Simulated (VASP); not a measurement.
# PbS (Galena) in VASP: further runs, part 2 of 3

VASP 6.6.1. Earlier steps stand in the parts before.

## (4) Single point, PBE

Input file INCAR:

```
  PREC = Accurate
  ENCUT = 520
  EDIFF = 1E-7
  ISMEAR = -1
  SIGMA = 0.1
  LREAL = False
  LASPH = True
  NELM = 100
  ALGO = Normal
  ISIF = 2
  LWAVE = False
  LCHARG = False
  GGA = PE
  NBANDS = 17
```

Input file KPOINTS:

```
regular mesh
0
Gamma
  6 6 6
```

Input file POSCAR:

```
PbS
1.0
    0.0000000000      2.9657500000      2.9657500000
    2.9657500000      0.0000000000      2.9657500000
    2.9657500000      2.9657500000      0.0000000000
Pb S
1 1
Direct
   -0.0084295709     -0.0084295709      0.0084295709
    0.5000000000      0.5000000000      0.5000000000
```

Potentials or basis: VASP PAW PBE potentials, release 64 (Pb_d, S).

Launch:

```
> cat potpaw_PBE.64/Pb_d/POTCAR potpaw_PBE.64/S/POTCAR > POTCAR
> mpirun -np 1 vasp_std > vasp.out
```

OUTCAR:

```text
PREC = Accurate
   ENCUT = 520
   EDIFF = 1E-7
   ISMEAR = -1
   LREAL = False
   LASPH = True
   NELM = 100
   ISIF = 2
   GGA = PE

 ion  position               nearest neighbor table
   1  0.992  0.992  0.008-   2 2.92   2 2.97   2 2.97   2 2.97   2 2.97   2 3.02
   2  0.500  0.500  0.500-   1 2.92   1 2.97   1 2.97   1 2.97   1 2.97   1 3.02

  LATTYP: Found a face centered cubic cell.
 ALAT       =     5.9315000000

  Lattice vectors:

 A1 = (   0.0000000000,   2.9657500000,   2.9657500000)
 A2 = (   2.9657500000,   0.0000000000,   2.9657500000)
 A3 = (   2.9657500000,   2.9657500000,   0.0000000000)

Analysis of symmetry for initial positions (statically):
=====================================================================
 Subroutine PRICEL returns:
 Original cell was already a primitive cell.

 Routine SETGRP: Setting up the symmetry group for a
 face centered cubic supercell.

 Subroutine GETGRP returns: Found  8 space group operations
 (whereof  8 operations were pure point group operations)
 out of a pool of 48 trial point group operations.

The static configuration has the point symmetry C_4v.

Analysis of symmetry for dynamics (positions and initial velocities):
=====================================================================
 Subroutine PRICEL returns:
 Original cell was already a primitive cell.

 Routine SETGRP: Setting up the symmetry group for a
 face centered cubic supercell.

 Subroutine GETGRP returns: Found  8 space group operations
 (whereof  8 operations were pure point group operations)
 out of a pool of 48 trial point group operations.

The dynamic configuration has the point symmetry C_4v.

 Subroutine INISYM returns: Found  8 space group operations
 (whereof  8 operations are pure point group operations),
 and found     1 'primitive' translations

----------------------------------------------------------------------------------------

                                     Primitive cell

  volume of cell :      52.1715

  direct lattice vectors                    reciprocal lattice vectors
     0.000000000  2.965750000  2.965750000    -0.168591419  0.168591419  0.168591419
     2.965750000  0.000000000  2.965750000     0.168591419 -0.168591419  0.168591419
     2.965750000  2.965750000  0.000000000     0.168591419  0.168591419 -0.168591419

  length of vectors
     4.194203873  4.194203873  4.194203873     0.292008903  0.292008903  0.292008903

  position of ions in fractional coordinates (direct lattice)
     0.991570429  0.991570429  0.008429571
     0.500000000  0.500000000  0.500000000

  ion indices of the primitive-cell ions
   primitive index   ion index
                 1           1
                 2           2

----------------------------------------------------------------------------------------

 KPOINTS: regular mesh

Automatic generation of k-mesh.
 Grid dimensions read from file:
 generate k-points for:    6    6    6

 Generating k-lattice:

  Cartesian coordinates                     Fractional coordinates (reciprocal lattice)
    -0.028098570  0.028098570  0.028098570     0.166666667  0.000000000  0.000000000
     0.028098570 -0.028098570  0.028098570     0.000000000  0.166666667  0.000000000
     0.028098570  0.028098570 -0.028098570     0.000000000  0.000000000  0.166666667

  Length of vectors
     0.048668150  0.048668150  0.048668150

  Shift w.r.t. Gamma in fractional coordinates (k-lattice)
     0.000000000  0.000000000  0.000000000

 Subroutine IBZKPT returns following result:
 ===========================================

 Found     30 irreducible k-points:

 Following reciprocal coordinates:
            Coordinates               Weight
  0.000000  0.000000  0.000000      1.000000
  0.166667  0.000000  0.000000      8.000000
  0.333333  0.000000  0.000000      8.000000
  0.500000  0.000000  0.000000      4.000000
  0.166667  0.166667  0.000000      2.000000
  0.000000  0.166667  0.166667      4.000000
[... 16 lines left out ...]
  0.500000  0.333333  0.166667      8.000000
  0.166667  0.500000  0.333333      8.000000
 [... further k-points ...]
   k-points           NKPTS =     30   k-points in BZ     NKDIM =     30   number of bands    NBANDS=     17
   number of dos      NEDOS =    301   number of ions     NIONS =      2
   total plane-waves  NPLWV =  32768
   dimension x,y,z NGX =    32 NGY =   32 NGZ =   32
   dimension x,y,z NGXF=    64 NGYF=   64 NGZF=   64
   ions per type =               1   1
   NGX,Y,Z   is equivalent  to a cutoff of  12.68, 12.68, 12.68 a.u.
   NGXF,Y,Z  is equivalent  to a cutoff of  25.37, 25.37, 25.37 a.u.
 SYSTEM =  unknown system
   PREC   = accura    normal or accurate (medium, high low for compatibility)
   ISTART =      0    job   : 0-new  1-cont  2-samecut
   ICHARG =      2    charge: 1-file 2-atom 10-const
   ISPIN  =      1    spin polarized calculation?
   LNONCOLLINEAR =      F non collinear calculations
   LSORBIT =      F    spin-orbit coupling
   LASPH  =      T    aspherical Exc in radial PAW
   ENCUT  =  520.0 eV  38.22 Ry    6.18 a.u.   7.80  7.80  7.80*2*pi/ulx,y,z
   NELM   =    100;   NELMIN=  2; NELMDL= -5     # of ELM steps
   EDIFF  = 0.1E-06   stopping-criterion for ELM
   LREAL  =      F    real-space projection
   EDIFFG = 0.1E-05   stopping-criterion for IOM
   NSW    =      0    number of steps for IOM
   IBRION =     -1    ionic relax: 0-MD 1-quasi-New 2-CG
   NFREE  =      0    steps in history (QN), initial steepest desc. (CG)
   ISIF   =      2    stress and relaxation
   ISYM   =      2    0-nonsym 1-usesym 2-fastsym
   POTIM  = 0.5000    time-step for ionic-motion
   TEBEG  =    0.0;   TEEND  =   0.0 temperature during run
   PSTRESS=    0.0 pullay stress
   NELECT =      20.0000    total number of electrons
   NUPDOWN=      -1.0000    fix difference up-down
   EMIN   =  10.00;   EMAX   =-10.00  energy-range for DOS
   EFERMI =   0.00;   METHOD = LEGACY
   ISMEAR =    -1;   SIGMA  =   0.10  broadening in eV -4-tet -1-fermi 0-gaus
   EFERMI_NEDOS =   21; number of points for ismear=-14 and -15
   IALGO  =     38    algorithm
   IMIX   =      4    mixing-type and parameters
     AMIX     =   0.40;   BMIX     =  1.00
     AMIX_MAG =   1.60;   BMIX_MAG =  1.00
  volume/ion in A,a.u.               =      26.09       176.04
  Fermi-wavevector in a.u.,A,eV,Ry     =   1.189251  2.247359 19.242973  1.414319
  Thomas-Fermi vector in A             =   2.325363
   LORBIT       =      0    0 simple, 1 ext, 2 COOP (PROOUT), +10 PAW based schemes
   GGA     = PE    functional components
   LHFCALC =     F    Hartree Fock is set to
   AEXX    =    0.0000 exact exchange contribution
   IVDW    =     0    specifies the selected vdW correction
   LEPSILON=     F    determine dielectric tensor
   LRPA    =     F    only Hartree local field effects (RPA)
 non-spin polarized calculation
  energy-cutoff  :      520.00
  volume of cell :       52.17
 maximum number of plane-waves:      1420
   NGX = 15   NGY = 15   NGZ = 15

 number of electron      20.0000001 magnetization

 Free energy of the ion-electron system (eV)
  ---------------------------------------------------
  ext. energy  EPLUGINS =         0.00000000
  ---------------------------------------------------
  free energy    TOTEN  =        -8.75811237 eV

  energy without entropy =       -8.75531653  energy(sigma->0) =       -8.75671445

 E-fermi :   6.0029     XC(G=0):  -9.6841

 val. band max:        5.8043447263   @ k =   0.5000   0.0000   0.0000
 cond. band min:       6.2003226121   @ k =   0.5000   0.0000   0.0000
 fundamental gap:      0.3959778858
 Fermi energy:         6.0028566248

 k-point     1 :       0.0000    0.0000    0.0000
  band No.  band energies     occupation
      1     -11.0012      2.00000
      2     -11.0006      2.00000
      3     -11.0006      2.00000
      4     -10.9849      2.00000
      5     -10.9848      2.00000
      6      -7.7836      2.00000
[... 9 lines left out ...]
     16      12.5727      0.00000
     17      14.4776      0.00000

 k-point     2 :       0.1667    0.0000    0.0000
  band No.  band energies     occupation
      1     -10.9998      2.00000
      2     -10.9985      2.00000
      3     -10.9985      2.00000
      4     -10.9834      2.00000
      5     -10.9833      2.00000
      6      -7.5503      2.00000
[... 9 lines left out ...]
     16      13.1608      0.00000
     17      16.3337      0.00000
[... 421 lines left out ...]
 k-point    24 :       0.1667    0.5000    0.3333
  band No.  band energies     occupation
      1     -11.0641      2.00000
      2     -11.0015      2.00000
      3     -10.9899      2.00000
      4     -10.9597      2.00000
      5     -10.9567      2.00000
      6      -6.4945      2.00000
[... 9 lines left out ...]
     16      16.4487      0.00000
     17      16.7761      0.00000

 [... further k-points ...]
[... 5 lines left out ...]
  --------------------------------------------------------------------------------------
  -------------------------------------------------------------------------------------
  Total        0.6761319      0.6761319      0.7113948      0.0000000      0.0000000      0.0000000
  in kB       20.7638752     20.7638752     21.8467924      0.0000000      0.0000000      0.0000000
  external PRESSURE =      21.1248476 kB  Pullay stress =       0.0000000 kB

 VOLUME and BASIS-vectors are now :
 -----------------------------------------------------------------------------
  energy-cutoff  :      520.00
  volume of cell :       52.17
      direct lattice vectors                 reciprocal lattice vectors
     0.000000000  2.965750000  2.965750000    -0.168591419  0.168591419  0.168591419
     2.965750000  0.000000000  2.965750000     0.168591419 -0.168591419  0.168591419
     2.965750000  2.965750000  0.000000000     0.168591419  0.168591419 -0.168591419

 POSITION                                       TOTAL-FORCE (eV/Angst)
 -----------------------------------------------------------------------------------
      2.96575      2.96575      5.88150         0.000000      0.000000      0.023538
      2.96575      2.96575      2.96575         0.000000      0.000000     -0.023538
 -----------------------------------------------------------------------------------
    total drift:                                0.000000      0.000000      0.000033

  FREE ENERGIE OF THE ION-ELECTRON SYSTEM (eV)
  ---------------------------------------------------
  free  energy   TOTEN  =        -8.7581123729 eV

  energy  without entropy=       -8.7553165350  energy(sigma->0) =       -8.75671445
```

OSZICAR:

```text
N       E                     dE             d eps       ncg     rms          rms(c)
DAV:   1     0.160455715862E+03    0.16046E+03   -0.96811E+03  1020   0.123E+03
DAV:   2     0.311199641033E+01   -0.15734E+03   -0.15220E+03  1099   0.314E+02
DAV:   3    -0.890168384038E+01   -0.12014E+02   -0.11922E+02  1287   0.911E+01
DAV:   4    -0.922595590729E+01   -0.32427E+00   -0.32388E+00  1285   0.162E+01
DAV:   5    -0.923747713263E+01   -0.11521E-01   -0.11520E-01  1545   0.304E+00    0.464E+00
DAV:   6    -0.875374662604E+01    0.48373E+00   -0.13870E+00  1602   0.798E+00    0.328E+00
DAV:   7    -0.875491922476E+01   -0.11726E-02   -0.14423E-01  1230   0.191E+00    0.190E+00
DAV:   8    -0.875849493050E+01   -0.35757E-02   -0.16688E-02  1175   0.136E+00    0.281E-01
DAV:   9    -0.875792437788E+01    0.57055E-03   -0.37297E-03  1621   0.524E-01    0.796E-02
DAV:  10    -0.875810034153E+01   -0.17596E-03   -0.38634E-04  1171   0.111E-01    0.463E-02
DAV:  11    -0.875811184555E+01   -0.11504E-04   -0.45121E-05  1447   0.697E-02    0.122E-02
DAV:  12    -0.875811238001E+01   -0.53446E-06   -0.39060E-06  1354   0.235E-02    0.437E-03
DAV:  13    -0.875811237292E+01    0.70941E-08   -0.27641E-07  1317   0.358E-03
   1 F= -.87581124E+01 E0= -.87567145E+01  d E =-.279584E-02
```

stdout:

```text
POSCAR found type information on POSCAR PbS
 POSCAR found :  2 types and       2 ions
 scaLAPACK will be used
 LDA part: xc-table for (Slater+PW92), standard interpolation
 POSCAR, INCAR and KPOINTS ok, starting setup
 FFT: planning ... GRIDC
 FFT: planning ... GRID_SOFT
 FFT: planning ... GRID
 WAVECAR not read
 entering main loop
```

Run time: 8.4 s. Hardware: 1 thread of Intel Xeon 6975P-C (Granite Rapids), shared host; peak memory 0.18 GiB.

Results:

```yaml
Free_energy: -8.7581 eV
Pressure: 2.1 GPa
Largest_force: 0.024 eV/Å
Band_gap_on_the_k_mesh: 0.40 eV, direct
```

Forces on the atoms (eV/Å):
```
Pb   0.000  0.000  0.024
S    0.000  0.000 -0.024
```

Levels at points of the mesh, in eV from the valence-band top:
```
           k point  band 8  band 9  band 10  band 11  band 12  band 13
(0.00, 0.00, 0.00)   -2.17   -2.16    -2.16     5.21     5.21     5.23
(0.50, 0.00, 0.00)   -1.78   -1.77     0.00     0.40     1.98     1.99
(0.50, 0.50, 0.00)   -5.17   -3.43    -3.43     3.88     5.59     5.70
(0.00, 0.50, 0.50)   -5.18   -3.43    -3.43     3.85     5.59     5.71
```

Caveat: spin-orbit coupling is left out, which moves the levels of the heavy elements. A k mesh can miss the band edges.

## (5) Single point, PBE

Input file INCAR:

```
SYSTEM = PbS
PREC     = Accurate       ! precision mode
ENCUT    = 520            ! plane-wave cutoff, eV
EDIFF    = 1E-7           ! SCF threshold, eV
ISMEAR   = -1             ! smearing method
SIGMA    = 0.1            ! smearing width, eV
LREAL    = .False.        ! projectors in reciprocal space
LASPH    = .True.         ! aspherical terms in the spheres
NELM     = 60             ! most SCF steps
ALGO     = Normal         ! electronic algorithm
ISIF     = 2              ! what is computed and relaxed
LWAVE    = .False.        ! write WAVECAR
LCHARG   = .False.        ! write CHGCAR
GGA      = PE             ! functional
NBANDS   = 17             ! bands
```

Input file KPOINTS:

```
Automatic mesh
0
Gamma
  6 6 6
  0 0 0
```

POSCAR, as its differences from that of step 4:

```diff
@@ -8,3 +8,3 @@
 Direct
-   -0.0084295709     -0.0084295709      0.0084295709
+    0.0084295709      0.0084295709     -0.0084295709
     0.5000000000      0.5000000000      0.5000000000
```

Launch:

```
> cat potpaw_PBE.64/Pb_d/POTCAR potpaw_PBE.64/S/POTCAR > POTCAR
> mpirun -np 1 vasp_std > vasp.out
```

Wall time 8.5 s (1 thread of Intel Xeon 6975P-C (Granite Rapids), shared host); peak memory 0.18 GiB.

The run converged. Its results:

```
Free energy            : -8.7581 eV
Pressure               : 2.1 GPa
Largest force          : 0.024 eV/Å
Band gap on the k mesh : 0.40 eV, direct
```

Forces in eV/Å, atoms in the order of the input:
```
Pb   0.000  0.000 -0.024
S    0.000  0.000  0.024
```

Stress tensor (GPa, compression positive):
```
2.08 0.00 0.00
0.00 2.08 0.00
0.00 0.00 2.18
```

Levels at points of the mesh, in eV from the valence-band top:
| k point | band 7 | band 8 | band 9 | band 10 | band 11 | band 12 | band 13 | band 14 |
| --- | --- | --- | --- | --- | --- | --- | --- | --- |
| (0.00, 0.00, 0.00) | -6.02 | -2.17 | -2.16 | -2.16 | 5.21 | 5.21 | 5.23 | 6.75 |
| (0.50, 0.00, 0.00) | -8.83 | -1.78 | -1.77 | 0.00 | 0.40 | 1.98 | 1.99 | 8.67 |
| (0.50, 0.50, 0.00) | -7.20 | -5.17 | -3.43 | -3.43 | 3.88 | 5.59 | 5.70 | 5.70 |
| (0.00, 0.50, 0.50) | -7.18 | -5.18 | -3.43 | -3.43 | 3.85 | 5.59 | 5.71 | 5.72 |

Caveat: spin-orbit coupling is left out, which moves the levels of the heavy elements.

(Part 2 of 3 ends here.)
